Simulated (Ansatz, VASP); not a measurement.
## Two plane-wave programs on Si4O

INCAR

```
ALGO = Normal ; DIPOL = 0.5 0.5 0.327
EDIFF = 1E-6 ; ENCUT = 520
GGA = PE ; IDIPOL = 3
ISIF = 2 ; ISMEAR = 0
ISPIN = 2 ; IVDW = 12
LASPH = True ; LCHARG = True
LDIPOL = True ; LELF = True
LORBIT = 11 ; LREAL = False
LVACPOTAV = True ; LVHAR = True
LWAVE = False ; MAGMOM = 0 0 0 0 2
NBANDS = 23 ; NELM = 150
PREC = Accurate ; SIGMA = 0.05
```

The input KPOINTS:

```
k-points
0
Gamma
  7 7 1
```

File POSCAR:

```
Si4O
1.0
    3.8333442603      0.0000000000      0.0000000000
    0.0000000000      3.8333442603      0.0000000000
    0.0000000000      0.0000000000     21.1034818054
Si O
4 1
Direct
    0.0000000000      0.5000000000      0.1895421825
    0.0000000000      0.0000000000      0.2537634268
    0.5000000000      0.0000000000      0.3207061911
    0.5000000000      0.5000000000      0.3839879068
    0.8750000000      0.7500000000      0.4882361072
```

Input for Ansatz:

```yaml
crystal:
  lattice:
    - [3.8333442603, 0.0, 0.0]
    - [0.0, 3.8333442603, 0.0]
    - [0.0, 0.0, 21.1034818054]
  atoms:
    - { symbol: Si, position: [0.0, 0.5, 0.1895421825] }
    - { symbol: Si, position: [0.0, 0.0, 0.2537634268] }
    - { symbol: Si, position: [0.5, 0.0, 0.3207061911] }
    - { symbol: Si, position: [0.5, 0.5, 0.3839879068] }
    - { symbol: O, position: [0.875, 0.75, 0.4882361072], spin: 2.0 }
basis:
  ecutwfc: 420
kpoints:
  mp_grid: { grid: [7, 7, 1] }
hamiltonian:
  xc: pbe
  pseudopotentials: { kind: paw, azcp: { folder: soft_1 } }
  dispersion: d3bj
scf:
  occupations: { method: gaussian, width: 0.05 }
output:
  forces: true
  eigenvalues: true
  populations: true
magnetization:
  spin_polarized: true
efield:
  axis: 3
  dipole_correction: true
  ramp_width: 0.04
```

Alike in both runs: task single point; functional PBE; dispersion D3(BJ); k mesh 7 × 7 × 1; occupations gaussian, width 0.05 eV; collinear spin.

|  | VASP | Ansatz |
| --- | --- | --- |
| version | VASP 6.6.1 | Ansatz 0.2.0 |
| potentials or method | VASP PAW PBE potentials, release 64 (Si, O), cutoff 520 eV | scalar-relativistic, plane waves, PAW |
| valence electrons in the cell | 22 | 22 |

```csv
,VASP,Ansatz,Ansatz less VASP
gap on the k mesh at the Fermi level (eV),none,none,-
rms of the force components (eV/Å),0.606,0.610,+0.0039
net moment per atom (μB),0.28,0.28,-0.003
size of the moment on the site where the two differ most (μB),1.21,1.46,+0.256
"work function, face that differs most (eV)",7.47,7.49,+0.019
```

Site moments also hang on the region over which each program counts them. Atom by atom the forces differ by 0.004 eV/Å (rms over components). A gap of «none» marks a metal or a gap that the smearing closes.
